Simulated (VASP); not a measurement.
A run of VASP 6.6.1 is set up as follows.

File INCAR:

```
SYSTEM = In
  PREC = Accurate
  ENCUT = 520
  EDIFF = 1E-7
  ISMEAR = -1
  SIGMA = 0.1
  LREAL = .False.
  LASPH = .True.
  NELM = 60
  ALGO = Normal
  ISIF = 2
  LWAVE = .False.
  LCHARG = .False.
  GGA = PE
  NBANDS = 26
```

Contents of KPOINTS:

```
Automatic mesh
0
Gamma
  8 8 10
  0 0 0
```

The input POSCAR:

```
In
1.0
    4.8202659976      0.0000000000      0.0000000000
   -2.4101329988      4.1744728069      0.0000000000
    0.0000000000      0.0000000000      2.9160254467
In
3
Direct
    0.0000000000      0.0000000000      0.0000000000
    0.3333333333      0.6666666667      0.5000000000
    0.6666666667      0.3333333333      0.5000000000
```

Potentials or basis: VASP PAW PBE potentials, release 64 (In_d).

Command:

```bash
$ cat potpaw_PBE.64/In_d/POTCAR > POTCAR
$ mpirun -np 1 vasp_std > vasp.out
```

(1) Estimate the pressure.

## Answers

(1) 30.6 GPa.
